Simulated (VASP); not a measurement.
A run of VASP 6.6.1 is set up as follows.

File INCAR:

```
SYSTEM = TiO2
  PREC = Accurate
  ENCUT = 520
  EDIFF = 1E-8
  ISMEAR = -1
  SIGMA = 0.08
  LREAL = .FALSE.
  LASPH = .TRUE.
  NELM = 60
  ALGO = Normal
  ISIF = 2
  LWAVE = .FALSE.
  LCHARG = .FALSE.
  LEFG = .TRUE.
  NBANDS = 33
```

KPOINTS

```
regular mesh
0
G
  13 13 13
  0 0 0
```

POSCAR

```
TiO2
1.0
   -1.8925000000      1.8925000000      4.7094300000
    1.8925000000     -1.8925000000      4.7094300000
    1.8925000000      1.8925000000     -4.7094300000
Ti O
2 4
Direct
    0.0000000000      0.0000000000      0.0000000000
    0.7500000000      0.2500000000      0.5000000000
    0.2066000000      0.2066000000      0.0000000000
    0.9566000000      0.4566000000      0.5000000000
    0.5434000000      0.0434000000      0.5000000000
    0.7934000000      0.7934000000      0.0000000000
```

Potentials or basis: VASP PAW LDA potentials, release 64 (Ti_sv, O).

Command:

```sh
$ cat potpaw_LDA.64/Ti_sv/POTCAR potpaw_LDA.64/O/POTCAR > POTCAR
$ mpirun -np 1 vasp_std > vasp.out
```

What does it give for the largest force?

0.352 eV/Å.

Predict the pressure.

-2.4 GPa.

Predict the band gap on the k mesh.

2.06 eV (least direct gap 2.35 eV).

Forces on the atoms (eV/Å):
```
Ti   0.000  0.000  0.000
Ti   0.000  0.000  0.000
O    0.000  0.000  0.352
O    0.000  0.000  0.352
O    0.000  0.000 -0.352
O    0.000  0.000 -0.352
```

Caveat: the cell differs from its parent crystal (zz strain of -1 %); the stress differs along the axes, from -5 to 2 GPa; without QUAD_EFG the Cq values of the log hold for a quadrupole moment of 1 mb, not for the nuclei. A k mesh can miss the band edges.
